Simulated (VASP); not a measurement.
**Pd: single point with PBE0**

Crystal: Pd.

```
Pd
1.0
    -1.54018    1.54018    1.54018
     1.54018   -1.54018    1.54018
     1.54018    1.54018   -1.54018
Pd
1
Direct
  0.00000 0.00000 0.00000
```

```
Program             : VASP 6.6.1
Task                : single point
Functional          : PBE0
Potentials or basis : VASP PAW PBE potentials, release 64 (Pd)
Cutoff              : 520 eV
k mesh              : 8 × 8 × 8
Occupations         : fermi-dirac, width 0.05 eV
Spin                : no spin polarisation
```

* Pressure: 5.4 GPa
* Band gap on the k mesh: zero (band 5 reaches 10.28 eV, above the bottom of band 6 at 7.26 eV)

Levels at points of the mesh, in eV from the Fermi level:
```tsv
k point	band 2	band 3	band 4	band 5	band 6	band 7	band 8	band 9
(0.00, 0.00, 0.00)	-3.70	-3.70	-3.70	-1.79	-1.79	21.60	21.60	21.60
(0.50, 0.00, 0.00)	-5.07	-1.75	-1.41	1.23	2.51	10.09	17.25	20.41
(0.50, 0.50, 0.50)	-6.43	0.70	0.70	0.70	11.22	11.22	11.22	20.09
```

It took 23 min on 1 thread of AMD EPYC 9R14 (Zen 4) (shared host), peak memory 0.12 GiB.

Caveat: the k points lie up to 0.36 Å⁻¹ apart; the PAW data sets were made with another functional, which shifts forces and pressure a little.
